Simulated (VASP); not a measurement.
# Ba in VASP: a series of runs, part 2 of 2

VASP 6.6.1.

## (3) Single point, PBE

This run uses another cell than the first one, of 400.75 Å³/atom, 0.952 times its volume.

INCAR reads:

```
SYSTEM = Ba
ALGO = Normal ; DIPOL = 0.5 0.5 0.294
EDIFF = 1E-6 ; ENCUT = 520
GGA = PE ; IDIPOL = 3
ISIF = 2 ; ISMEAR = 0
LASPH = .TRUE. ; LCHARG = .TRUE.
LDIPOL = .TRUE. ; LELF = .TRUE.
LREAL = .FALSE. ; LVACPOTAV = .TRUE.
LVHAR = .TRUE. ; LWAVE = .FALSE.
NBANDS = 11 ; NELM = 100
PREC = Accurate ; SIGMA = 0.1
```

KPOINTS reads:

```
k-points
0
G
  14 14 1
  0 0 0
```

POSCAR reads:

```
Ba
1.0
    4.1372874051      0.0000000000      0.0000000000
    0.0000000000      4.0698830246      0.0000000000
    0.0000000000      0.0000000000     23.8000000000
Ba
1
Direct
    0.0000000000      0.0000000000      0.2941176471
```

Potentials or basis: VASP PAW PBE potentials, release 64 (Ba_sv).

The run is started by

```console
> cat potpaw_PBE.64/Ba_sv/POTCAR > POTCAR
> mpirun -np 1 vasp_std > vasp.out
```

OUTCAR:

```text
SYSTEM = Ba
   EDIFF = 1E-6
   ENCUT = 520
   GGA = PE
   ISIF = 2
   ISMEAR = 0
   LASPH = .TRUE.
   LREAL = .FALSE.
   NELM = 100
   PREC = Accurate

 ion  position               nearest neighbor table
   1  0.000  0.000  0.294-

  LATTYP: Found a simple orthorhombic cell.
 ALAT       =     4.0698830246
 B/A-ratio  =     1.0165617488
 C/A-ratio  =     5.8478339196

  Lattice vectors:

 A1 = (   0.0000000000,  -4.0698830246,   0.0000000000)
 A2 = (   4.1372874051,   0.0000000000,   0.0000000000)
 A3 = (   0.0000000000,   0.0000000000,  23.8000000000)

Analysis of symmetry for initial positions (statically):
=====================================================================
 Subroutine PRICEL returns:
 Original cell was already a primitive cell.

 Routine SETGRP: Setting up the symmetry group for a
 simple orthorhombic supercell.

 Subroutine GETGRP returns: Found  8 space group operations
 (whereof  4 operations were pure point group operations)
 out of a pool of  8 trial point group operations.

The static configuration has the point symmetry C_2v.
 The point group associated with its full space group is D_2h.

Analysis of symmetry for dynamics (positions and initial velocities):
=====================================================================
 Subroutine PRICEL returns:
 Original cell was already a primitive cell.

 Routine SETGRP: Setting up the symmetry group for a
 simple orthorhombic supercell.

 Subroutine GETGRP returns: Found  8 space group operations
 (whereof  4 operations were pure point group operations)
 out of a pool of  8 trial point group operations.

The dynamic configuration has the point symmetry C_2v.
 The point group associated with its full space group is D_2h.

 Subroutine INISYM returns: Found  8 space group operations
 (whereof  4 operations are pure point group operations),
 and found     1 'primitive' translations

----------------------------------------------------------------------------------------
[... 122 lines left out ...]
 non-spin polarized calculation
 Gauss-broadening in eV      SIGMA  =   0.10
  energy-cutoff  :      520.00
  volume of cell :      400.75
 maximum number of plane-waves:     10826
 NGX is ok and might be reduce to    32
   NGX = 15   NGY = 15   NGZ = 89

 dipolmoment           0.000000      0.000000     -0.000000 electrons x Angstroem

 number of electron      10.0000000 magnetization

 dipolmoment           0.000000      0.000000      0.000002 electrons x Angstroem

 Free energy of the ion-electron system (eV)
  ---------------------------------------------------
  ext. energy  EPLUGINS =         0.00000000
  ---------------------------------------------------
  free energy    TOTEN  =        -1.01948714 eV

  energy without entropy =       -1.00631773  energy(sigma->0) =       -1.01290243

 E-fermi :  -1.6391     XC(G=0):  -1.8075

 val. band max:       -1.6534158218   @ k =   0.0714   0.4286   0.0000
 cond. band min:      -1.6283289761   @ k =   0.4286   0.0714   0.0000
 fundamental gap:      0.0250868457
 Fermi energy:        -1.6390767714

 k-point     1 :       0.0000    0.0000    0.0000
  band No.  band energies     occupation
      1     -31.2562      2.00000
      2     -16.5890      2.00000
      3     -16.1043      2.00000
      4     -16.0714      2.00000
      5      -3.6978      2.00000
      6      -1.5704      0.33113
      7      -1.3200      0.00001
      8      -1.2880      0.00000
      9       0.6032      0.00000
     10       0.8224      0.00000
     11       1.1833      0.00000
[... 309 lines left out ...]
 k-point    24 :       0.5000    0.1429    0.0000
  band No.  band energies     occupation
      1     -31.2157      2.00000
      2     -16.5558      2.00000
      3     -16.5256      2.00000
      4     -16.1323      2.00000
      5      -1.5670      0.30788
      6      -1.4803      0.02470
      7      -1.1158      0.00000
      8      -0.2580      0.00000
      9       0.3946      0.00000
     10       0.9228      0.00000
     11       1.8719      0.00000

 [... further k-points ...]

------------------------ aborting loop because EDIFF is reached ----------------------------------------

  FORCE on cell =-STRESS in cart. coord.  units (eV):
  Direction    XX          YY          ZZ          XY          YZ          ZX
  --------------------------------------------------------------------------------------
  -------------------------------------------------------------------------------------
  Total        0.1358571      0.3832381     -0.0008378      0.0000000      0.0000000      0.0000000
  in kB        0.5431480      1.5321620     -0.0033495      0.0000000      0.0000000      0.0000000
  external PRESSURE =       0.6906535 kB  Pullay stress =       0.0000000 kB

 VOLUME and BASIS-vectors are now :
 -----------------------------------------------------------------------------
  energy-cutoff  :      520.00
  volume of cell :      400.75
      direct lattice vectors                 reciprocal lattice vectors
     4.137287405  0.000000000  0.000000000     0.241704262  0.000000000  0.000000000
     0.000000000  4.069883025  0.000000000     0.000000000  0.245707308  0.000000000
     0.000000000  0.000000000 23.800000000     0.000000000  0.000000000  0.042016807

 POSITION                                       TOTAL-FORCE (eV/Angst)
 -----------------------------------------------------------------------------------
      0.00000      0.00000      7.00000         0.000000      0.000000      0.000000
 -----------------------------------------------------------------------------------
    total drift:                                0.000000      0.000000      0.000006

  FREE ENERGIE OF THE ION-ELECTRON SYSTEM (eV)
  ---------------------------------------------------
  free  energy   TOTEN  =        -1.0194871351 eV

  energy  without entropy=       -1.0063177276  energy(sigma->0) =       -1.01290243

 vacuum level on the upper side and lower side of the slab         0.751         0.751
```

OSZICAR:

```text
N       E                     dE             d eps       ncg     rms          rms(c)
DAV:   1     0.822243159191E+02    0.82224E+02   -0.31449E+03  1648   0.549E+02
DAV:   2     0.860504362956E+01   -0.73619E+02   -0.71923E+02  1920   0.114E+02
DAV:   3    -0.848814084047E+00   -0.94539E+01   -0.93821E+01  1957   0.533E+01
[... 12 lines left out ...]
DAV:  16    -0.101946565348E+01   -0.11938E-03   -0.88043E-06  1712   0.869E-03    0.105E-03
DAV:  17    -0.101947515038E+01   -0.94969E-05   -0.58485E-07  2064   0.238E-03    0.760E-04
DAV:  18    -0.101948480652E+01   -0.96561E-05   -0.45146E-07  1666   0.223E-03    0.200E-04
DAV:  19    -0.101948659403E+01   -0.17875E-05   -0.94762E-08  1767   0.864E-04    0.104E-04
DAV:  20    -0.101948713509E+01   -0.54106E-06   -0.11186E-08  1262   0.329E-04
   1 F= -.10194871E+01 E0= -.10129024E+01  d E =-.131694E-01
```

It took 4.8 min on 1 thread of Intel Xeon Platinum 8375C at 2.90GHz (Ice Lake), shared host; peak memory 0.61 GiB.

Results:

```yaml
Free_energy: -1.0195 eV
Band_gap_on_the_k_mesh: zero (band 5 reaches -1.48 eV, above the bottom of band 6 at -1.72 eV)
```

Levels at points of the mesh, in eV from the Fermi level:
```csv
k point,band 1,band 2,band 3,band 4,band 5,band 6,band 7,band 8,band 9,band 10
"(0.00, 0.00, 0.00)",-29.62,-14.95,-14.47,-14.43,-2.06,0.07,0.32,0.35,2.24,2.46
"(0.50, 0.00, 0.00)",-29.58,-14.93,-14.90,-14.39,-0.32,-0.06,0.94,1.21,2.47,2.54
"(0.00, 0.50, 0.00)",-29.58,-14.97,-14.89,-14.42,-0.23,-0.08,1.01,1.29,2.28,2.63
"(0.50, 0.50, 0.00)",-29.54,-14.90,-14.86,-14.84,-0.70,0.74,0.84,1.98,3.43,3.44
```

Caveat: spin-orbit coupling is left out, which moves the levels of the heavy elements.

## (4) Single point, PBE

This run uses another cell than the first one, of 400.75 Å³/atom, 0.952 times its volume.

INCAR reads:

```
SYSTEM = Ba
PREC     = Accurate       ! precision mode
ENCUT    = 520            ! plane-wave cutoff, eV
EDIFF    = 1E-7           ! SCF threshold, eV
ISMEAR   = 0              ! smearing method
SIGMA    = 0.1            ! smearing width, eV
LREAL    = .FALSE.        ! projectors in reciprocal space
LASPH    = .TRUE.         ! aspherical terms in the spheres
NELM     = 100            ! most SCF steps
ALGO     = Normal         ! electronic algorithm
ISIF     = 2              ! what is computed and relaxed
LWAVE    = .FALSE.        ! write WAVECAR
LCHARG   = .FALSE.        ! write CHGCAR
LDIPOL   = .TRUE.       
IDIPOL   = 3            
DIPOL    = 0.5 0.5 0.294
GGA      = PE             ! functional
NBANDS   = 11             ! bands
```

KPOINTS reads:

```
Automatic mesh
0
G
  6 4 1
  0 0 0
```

POSCAR is that of step 3.

Potentials or basis: VASP PAW PBE potentials, release 64 (Ba_sv).

The run is started by

```console
> cat potpaw_PBE.64/Ba_sv/POTCAR > POTCAR
> mpirun -np 1 vasp_std > vasp.out
```

OUTCAR:

```text
SYSTEM = Ba
   PREC = Accurate
   ENCUT = 520
   EDIFF = 1E-7
   ISMEAR = 0
   LREAL = .FALSE.
   LASPH = .TRUE.
   NELM = 100
   ISIF = 2
   GGA = PE

 ion  position               nearest neighbor table
   1  0.000  0.000  0.294-

  LATTYP: Found a simple orthorhombic cell.
 ALAT       =     4.0698830246
 B/A-ratio  =     1.0165617488
 C/A-ratio  =     5.8478339196

  Lattice vectors:

 A1 = (   0.0000000000,  -4.0698830246,   0.0000000000)
 A2 = (   4.1372874051,   0.0000000000,   0.0000000000)
 A3 = (   0.0000000000,   0.0000000000,  23.8000000000)

Analysis of symmetry for initial positions (statically):
=====================================================================
 Subroutine PRICEL returns:
 Original cell was already a primitive cell.

 Routine SETGRP: Setting up the symmetry group for a
 simple orthorhombic supercell.

 Subroutine GETGRP returns: Found  8 space group operations
 (whereof  4 operations were pure point group operations)
 out of a pool of  8 trial point group operations.

The static configuration has the point symmetry C_2v.
 The point group associated with its full space group is D_2h.

Analysis of symmetry for dynamics (positions and initial velocities):
=====================================================================
 Subroutine PRICEL returns:
 Original cell was already a primitive cell.

 Routine SETGRP: Setting up the symmetry group for a
 simple orthorhombic supercell.

 Subroutine GETGRP returns: Found  8 space group operations
 (whereof  4 operations were pure point group operations)
 out of a pool of  8 trial point group operations.

The dynamic configuration has the point symmetry C_2v.
 The point group associated with its full space group is D_2h.

 Subroutine INISYM returns: Found  8 space group operations
 (whereof  4 operations are pure point group operations),
 and found     1 'primitive' translations

----------------------------------------------------------------------------------------

[... 111 lines left out ...]
  volume of cell :      400.75
 maximum number of plane-waves:     10822
 NGX is ok and might be reduce to    32
   NGX = 15   NGY = 15   NGZ = 89

 dipolmoment           0.000000      0.000000     -0.000000 electrons x Angstroem

 number of electron      10.0000000 magnetization

 dipolmoment           0.000000      0.000000      0.000000 electrons x Angstroem

 Free energy of the ion-electron system (eV)
  ---------------------------------------------------
  ext. energy  EPLUGINS =         0.00000000
  ---------------------------------------------------
  free energy    TOTEN  =        -1.02855434 eV

  energy without entropy =       -1.01541935  energy(sigma->0) =       -1.02198684

 E-fermi :  -1.6176     XC(G=0):  -1.8006

 val. band max:       -1.6597488221   @ k =   0.5000   0.2500   0.0000
 cond. band min:      -1.5646232422   @ k =   0.0000   0.0000   0.0000
 fundamental gap:      0.0951255799
 Fermi energy:        -1.6176405695

 k-point     1 :       0.0000    0.0000    0.0000
  band No.  band energies     occupation
      1     -31.2427      2.00000
      2     -16.5723      2.00000
      3     -16.0998      2.00000
      4     -16.0582      2.00000
      5      -3.6938      2.00000
      6      -1.5646      0.45339
      7      -1.3114      0.00001
      8      -1.2741      0.00000
      9       0.6099      0.00000
     10       0.8272      0.00000
     11       1.1894      0.00000
[... 141 lines left out ...]
 k-point    12 :       0.5000    0.5000    0.0000
  band No.  band energies     occupation
      1     -31.1701      2.00000
      2     -16.5290      2.00000
      3     -16.4926      2.00000
      4     -16.4619      2.00000
      5      -2.3348      2.00000
      6      -0.8914      0.00000
      7      -0.7974      0.00000
      8       0.3618      0.00000
      9       1.7921      0.00000
     10       1.8149      0.00000
     11       2.5147      0.00000

------------------------ aborting loop because EDIFF is reached ----------------------------------------

 vacuum level on the upper side and lower side of the slab       (xc-potential included)        -0.008        -0.008

  FORCE on cell =-STRESS in cart. coord.  units (eV):
  Direction    XX          YY          ZZ          XY          YZ          ZX
  --------------------------------------------------------------------------------------
  -------------------------------------------------------------------------------------
  Total        0.0757135      0.0936180     -0.0009019      0.0000000      0.0000000      0.0000000
  in kB        0.3026980      0.3742787     -0.0036058      0.0000000      0.0000000      0.0000000
  external PRESSURE =       0.2244570 kB  Pullay stress =       0.0000000 kB

 VOLUME and BASIS-vectors are now :
 -----------------------------------------------------------------------------
  energy-cutoff  :      520.00
  volume of cell :      400.75
      direct lattice vectors                 reciprocal lattice vectors
     4.137287405  0.000000000  0.000000000     0.241704262  0.000000000  0.000000000
     0.000000000  4.069883025  0.000000000     0.000000000  0.245707308  0.000000000
     0.000000000  0.000000000 23.800000000     0.000000000  0.000000000  0.042016807

 POSITION                                       TOTAL-FORCE (eV/Angst)
 -----------------------------------------------------------------------------------
      0.00000      0.00000      7.00000         0.000000      0.000000     -0.000000
 -----------------------------------------------------------------------------------
    total drift:                                0.000000      0.000000     -0.000004

  FREE ENERGIE OF THE ION-ELECTRON SYSTEM (eV)
  ---------------------------------------------------
  free  energy   TOTEN  =        -1.0285543380 eV

  energy  without entropy=       -1.0154193498  energy(sigma->0) =       -1.02198684

 vacuum level on the upper side and lower side of the slab         0.738         0.740
```

OSZICAR:

```text
N       E                     dE             d eps       ncg     rms          rms(c)
DAV:   1     0.818466787055E+02    0.81847E+02   -0.31783E+03   312   0.553E+02
DAV:   2     0.748924584838E+01   -0.74357E+02   -0.72596E+02   366   0.114E+02
DAV:   3    -0.101046888938E+01   -0.84997E+01   -0.84396E+01   360   0.519E+01
[... 13 lines left out ...]
DAV:  17    -0.102854578925E+01   -0.10480E-04   -0.38163E-07   378   0.219E-03    0.396E-04
DAV:  18    -0.102855272816E+01   -0.69389E-05   -0.30157E-07   312   0.119E-03    0.130E-04
DAV:  19    -0.102855406811E+01   -0.13399E-05   -0.50542E-08   366   0.482E-04    0.984E-05
DAV:  20    -0.102855428785E+01   -0.21974E-06   -0.37113E-09   280   0.231E-04    0.189E-05
DAV:  21    -0.102855433797E+01   -0.50120E-07    0.83730E-10   249   0.859E-05
   1 F= -.10285543E+01 E0= -.10219868E+01  d E =-.131350E-01
```

Wall time 79 s (1 thread of Intel Xeon Platinum 8375C at 2.90GHz (Ice Lake), shared host); peak memory 0.42 GiB.

Results:

| Quantity | Value |
| --- | --- |
| Free energy | -1.0286 eV |
| Band gap on the k mesh | zero (band 5 reaches -1.55 eV, above the bottom of band 6 at -1.71 eV) |

Caveat: the k points lie up to 0.39 Å⁻¹ apart; spin-orbit coupling is left out, which moves the levels of the heavy elements.

## (5) Summary

| cell | k mesh | gap on the mesh (eV) |
| --- | --- | --- |
| a = 4.204, b = 4.209, c = 23.800 Å, 1 atom | 14 × 14 × 1 | none |
| a = 4.137, b = 4.070, c = 23.800 Å, 1 atom | 14 × 14 × 1 | none |
| a = 4.137, b = 4.070, c = 23.800 Å, 1 atom | 6 × 4 × 1 | none |

Alike in all rows: task single point; level PBE; potentials or basis VASP PAW PBE potentials, release 64 (Ba_sv); no spin polarisation; cutoff (eV) 520; smearing gaussian 0.1 eV.

Caveats: some runs use coarse meshes; spin-orbit coupling is left out, which moves the levels of the heavy elements.

Total energies depend on the potentials used, so only differences within one code and one set of settings carry meaning.
